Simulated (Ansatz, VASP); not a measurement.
**Two plane-wave programs on KNbO3**

INCAR

```
ALGO = Normal
EDIFF = 1E-6
ENCUT = 600
GGA = PE
GGA_COMPAT = False
ISIF = 2
ISMEAR = 0
LASPH = True
LCHARG = True
LELF = True
LREAL = False
LVHAR = True
LWAVE = False
NBANDS = 28
NELM = 120
PREC = Accurate
SIGMA = 0.01
```

File KPOINTS:

```
k-points
0
Gamma
  6 6 6
```

POSCAR

```
KNbO3
1.0
    3.9747279057      0.0000000000      0.0000000000
    0.0000000000      3.9747279057      0.0000000000
    0.0000000000      0.0000000000      3.9747279057
K Nb O
1 1 3
Direct
    0.0000000000      0.0000000000      0.0000000000
    0.5000000000      0.5000000000      0.5000000000
    0.0000000000      0.5000000000      0.5000000000
    0.5000000000      0.0000000000      0.5000000000
    0.5000000000      0.5000000000      0.0000000000
```

Input for Ansatz:

```yaml
crystal:
  lattice:
    - [3.9747279057148264, 0.0, 0.0]
    - [0.0, 3.9747279057148264, 0.0]
    - [0.0, 0.0, 3.9747279057148264]
  atoms:
    - { symbol: K, position: [0.0, 0.0, 0.0] }
    - { symbol: Nb, position: [0.5, 0.5, 0.5] }
    - { symbol: O, position: [0.0, 0.5, 0.5] }
    - { symbol: O, position: [0.5, 0.0, 0.5] }
    - { symbol: O, position: [0.5, 0.5, 0.0] }
basis:
  ecutwfc: 420.0
kpoints:
  mp_grid:
    grid: [6, 6, 6]
hamiltonian:
  xc: pbe
scf:
  occupations:
    method: fixed
output:
  stress: true
```

Alike in both runs: task single point; functional PBE; k mesh 6 × 6 × 6; no spin polarisation.

```csv
,VASP,Ansatz
version,VASP 6.6.1,Ansatz 0.2.0
potentials or method,"VASP PAW PBE potentials, release 64 (K_sv, Nb_sv, O), cutoff 600 eV","plane waves, PAW"
occupations,"gaussian, width 0.01 eV",fixed
valence electrons in the cell,40,40
```

```csv
,VASP,Ansatz,Ansatz less VASP
pressure (GPa),7.1,7.4,+0.29
```
